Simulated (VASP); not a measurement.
HfB2, 3 atoms in the cell. The structure is hexagonal, space group P6/mmm (No. 191). The conventional cell has a = 3.133 Å, b = 3.133 Å, c = 3.479 Å, α = 90.00°, β = 90.00°, γ = 120.00°. Within 3.3 Å of Hf (site symmetry 6/mmm) lie 12 B at 2.51 Å and 6 Hf at 3.13 Å. B (site symmetry -6m2) has 3 B at 1.81 Å within 2.4 Å. 

```yaml
Program: VASP 6.6.1
Task: relaxation of cell and atoms
Functional: PBE
Dispersion: D3(BJ)
Potentials_or_basis: VASP PAW PBE potentials, release 64 (Hf_pv, B)
Cutoff: 600 eV
k_mesh: 18 × 18 × 14
Occupations: gaussian, width 0.1 eV
Spin: no spin polarisation
Dipole_correction: no
Further_INCAR_settings: ALGO = Normal; EDIFF = 1e-06; IBRION = 2; EDIFFG = -0.02; NSW = 70; ISIF = 3
```

Potentials or basis: VASP PAW PBE potentials, release 64 (Hf_pv, B).

The run is started by

```bash
$ cat potpaw_PBE.64/Hf_pv/POTCAR potpaw_PBE.64/B/POTCAR > POTCAR
$ mpirun -np 1 vasp_std > vasp.out
```

Hardware: 1 thread of AMD EPYC 7R13 Processor (Zen 3) (shared host).

Task: Estimate the wall time of this run.

Result: Run time: 4.6 min on 1 thread of AMD EPYC 7R13 Processor (Zen 3), with other jobs on the host, peak memory 0.26 GiB. Counts: scf iterations 34, k points 296, ion steps 4.
